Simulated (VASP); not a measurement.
CoSi2: single point with r2SCAN

CoSi2:

```xyz
3
Lattice="0.0000 2.6513 2.6513 2.6513 0.0000 2.6513 2.6513 2.6513 0.0000" Properties=species:S:1:pos:R:3 pbc="T T T"
Co    0.0000    0.0000    0.0000
Si    1.3256    1.3256    1.3256
Si    3.9769    3.9769    3.9769
```

```
Program             : VASP 6.6.1
Task                : single point
Functional          : r2SCAN
Potentials or basis : VASP PAW PBE potentials, release 64 (Co, Si)
Cutoff              : 520 eV
k mesh              : 12 × 12 × 12
Occupations         : gaussian, width 0.05 eV
Spin                : collinear spin
Starting moments    : [0.05, 0.0, 0.0] μB
```

```yaml
Pressure: 1.3 GPa
Net_moment: 0.00 μB per cell
Valence_electrons_inside_the_program's_atomic_spheres: Co 9.00; Si 1.61
```

Levels at points of the mesh, in eV from the Fermi level:
Spin up:
```csv
k point,band 7,band 8,band 9,band 10,band 11,band 12
"(0.00, 0.00, 0.00)",1.60,3.63,3.63,3.63,3.77,3.77
"(0.50, 0.00, 0.00)",-1.74,-0.54,-0.54,3.30,3.73,3.73
"(0.50, 0.50, 0.00)",-2.03,-2.03,-1.45,1.95,3.21,9.03
```
Spin down:
```tsv
k point	band 7	band 8	band 9	band 10	band 11	band 12
(0.00, 0.00, 0.00)	1.60	3.63	3.63	3.63	3.77	3.77
(0.50, 0.00, 0.00)	-1.74	-0.54	-0.54	3.30	3.73	3.73
(0.50, 0.50, 0.00)	-2.03	-2.03	-1.45	1.95	3.21	9.03
```

It took 9.8 min on 1 thread of Intel Xeon 8259CL, on a shared host, peak memory 0.24 GiB.

Caveat: the PAW data sets were made with another functional, which shifts forces and pressure a little.
